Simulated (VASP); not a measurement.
A run of VASP 6.6.1:

Contents of INCAR:

```
SYSTEM = Cu
PREC = Accurate
ENCUT = 520
EDIFF = 1E-6
ISMEAR = 0
SIGMA = 0.15
LREAL = .False.
LASPH = .True.
NELM = 60
ALGO = Fast
ISIF = 2
LWAVE = .False.
LCHARG = .True.
GGA = PS
LELF = .True.
LVHAR = .True.
NBANDS = 18
```

KPOINTS

```
Automatic mesh
0
Gamma
  24 24 12
  0 0 0
```

File POSCAR:

```
Cu
1.0
    2.6608015033      0.0000000000      0.0000000000
   -1.3304007516      2.3043216963      0.0000000000
    0.0000000000      0.0000000000      3.9069424500
Cu
2
Direct
    0.3333333333      0.6666666667      0.2500000000
    0.6666666667      0.3333333333      0.7500000000
```

Potentials or basis: VASP PAW PBE potentials, release 64 (Cu).

Launch:

```bash
$ cat potpaw_PBE.64/Cu/POTCAR > POTCAR
$ mpirun -np 1 vasp_std > vasp.out
```

Hardware: 1 thread of Intel(R) Xeon(R) 6975P-C (Granite Rapids), on a shared host.

Q: How long does it take, and how much memory?

A: Wall time 71 s on 1 thread of Intel(R) Xeon(R) 6975P-C (Granite Rapids) (shared host), peak memory 0.25 GiB. Counts: scf iterations 14, k points 427.
